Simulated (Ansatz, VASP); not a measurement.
## One calculation of Rh, two programs

INCAR

```
SYSTEM = Rh
ALGO = Fast
EDIFF = 1E-7
ENCUT = 520
GGA = PS
ISIF = 2
ISMEAR = 0
LASPH = .True.
LCHARG = .False.
LREAL = .False.
LWAVE = .False.
NBANDS = 38
NELM = 60
PREC = Accurate
SIGMA = 0.15
```

Contents of KPOINTS:

```
k-points
0
Gamma
  24 24 6
  0 0 0
```

POSCAR

```
Rh
1.0
    2.5176771846      0.0000000000      0.0000000000
   -1.2588385923      2.1803724004      0.0000000000
    0.0000000000      0.0000000000      9.8550624168
Rh
4
Direct
    0.0000000000      0.0000000000      0.0000000000
    0.3333333333      0.6666666667      0.2500000000
    0.0000000000      0.0000000000      0.5000000000
    0.6666666667      0.3333333333      0.7500000000
```

Input for Ansatz:

```yaml
crystal:
  lattice:
    - [2.5176771846, 0.0, 0.0]
    - [-1.2588385923, 2.1803724004, 0.0]
    - [0.0, 0.0, 9.8550624168]
  atoms:
    - { symbol: Rh, position: [0.0, 0.0, 0.0] }
    - { symbol: Rh, position: [0.3333333333, 0.6666666667, 0.25] }
    - { symbol: Rh, position: [0.0, 0.0, 0.5] }
    - { symbol: Rh, position: [0.6666666667, 0.3333333333, 0.75] }
basis:
  ecutwfc: 420
kpoints:
  mp_grid: { grid: [24, 24, 6] }
hamiltonian:
  xc: pbesol
scf:
  occupations: { method: gaussian, width: 0.15 }
output:
  forces: true
  stress: true
  eigenvalues: true
```

Alike in both runs: task single point; functional PBEsol; k mesh 24 × 24 × 6; occupations gaussian, width 0.15 eV; no spin polarisation.

```csv
,VASP,Ansatz
version,VASP 6.6.1,Ansatz 0.2.0
potentials or method,"VASP PAW PBE potentials, release 64 (Rh_pv), cutoff 520 eV","scalar-relativistic, plane waves, PAW"
valence electrons in the cell,60,68
```

Ansatz gave:

```
gap on the k mesh at the Fermi level (eV)                     : none
pressure (GPa)                                                : 13.3
traceless stress, the component that is largest in VASP (GPa) : -44.49
```

What did VASP give for the same quantities?

gap on the k mesh at the Fermi level (eV): none; pressure (GPa): 13.2; traceless stress, the component that is largest in VASP (GPa): -44.49.

VASP's potentials were made for PBE, not for PBEsol. A gap of «none» marks a metal or a gap that the smearing closes. With one functional, cell and mesh, what is left measures potentials, basis and numerics. VASP's potentials hold 60 valence electrons a cell and Ansatz's 68, so a difference there can come from the potentials and not from the codes.
